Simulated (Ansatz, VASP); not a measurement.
## Two plane-wave programs on ZnS

```xyz
4
Lattice="3.6923 0.0000 0.0000 -1.8462 3.1976 0.0000 0.0000 0.0000 6.0575" Properties=species:S:1:pos:R:3 pbc="T T T"
Zn    0.0000    2.1318    0.0033
Zn    1.8462    1.0659    3.0320
S     0.0000    2.1318    2.2682
S     1.8462    1.0659    5.2970
```

Change from the starting cell: equal strain along all axes, cell held, atoms relaxed: -3.0 %.

Alike in both runs: functional r2SCAN; k mesh 6 × 6 × 4; occupations gaussian, width 0.02 eV; no spin polarisation.

Ansatz relaxed the structure, and its values are those at the end. VASP's run is a single point on that final structure, the one shown.

|  | VASP | Ansatz |
| --- | --- | --- |
| version | VASP 6.6.1 | Ansatz 0.2.0 |
| potentials or method | VASP PAW PBE potentials, release 64 (Zn, S), cutoff 520 eV | scalar-relativistic, plane waves, PAW |
| valence electrons in the cell | 36 | 36 |

Ansatz gave:

- gap on the k mesh at the Fermi level (eV): 3.22
- least direct gap on the mesh (eV): 3.22
- pressure (GPa): 8.7
- rms of the force components (eV/Å): 0.004

**Question.** What did VASP give for the same quantities?

**Answer.** gap on the k mesh at the Fermi level (eV): 3.24; least direct gap on the mesh (eV): 3.24; pressure (GPa): 8.8; rms of the force components (eV/Å): 0.009.

VASP's potentials were made for PBE, not for r2SCAN. The functional is the same, so the differences come from potentials, cutoffs and numerics. Ansatz's warnings: stress scf threshold loose.
